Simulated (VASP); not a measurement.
SiC, 4 atoms in the cell. The structure is hexagonal, space group P6_3mc (No. 186). The conventional cell has a = 2.894 Å, b = 2.894 Å, c = 5.146 Å, α = 90.00°, β = 90.00°, γ = 120.00°. Within 2.4 Å of Si (site symmetry 3m) lie 4 C at 1.81 to 1.88 Å. Within 2.4 Å of C (site symmetry 3m) lie 4 Si at 1.81 to 1.88 Å.  This cell differs from its parent crystal: volume 9.332 Å^3 an atom, c/a of the conventional cell 1.7783.

```yaml
Program: VASP 6.6.1
Task: single point
Functional: LDA
Potentials_or_basis: VASP PAW LDA potentials, release 64 (Si, C)
Cutoff: 520 eV
k_mesh: 12 × 12 × 6
Occupations: gaussian, width 0.05 eV
Spin: no spin polarisation
Dipole_correction: no
Further_INCAR_settings: ALGO = Normal; EDIFF = 1e-06; NBANDS = 16
```

Potentials or basis: VASP PAW LDA potentials, release 64 (Si, C).

The run is started by

```console
$ cat potpaw_LDA.64/Si/POTCAR potpaw_LDA.64/C/POTCAR > POTCAR
$ mpirun -np 1 vasp_std > vasp.out
```

Hardware: 1 thread of AMD EPYC 7R13, on a shared host.

Q: Estimate the wall time of this run.

A: It took 94 s on 1 thread of AMD EPYC 7R13, with other jobs on the host, peak memory 0.13 GiB. Counts: scf iterations 12, k points 76.
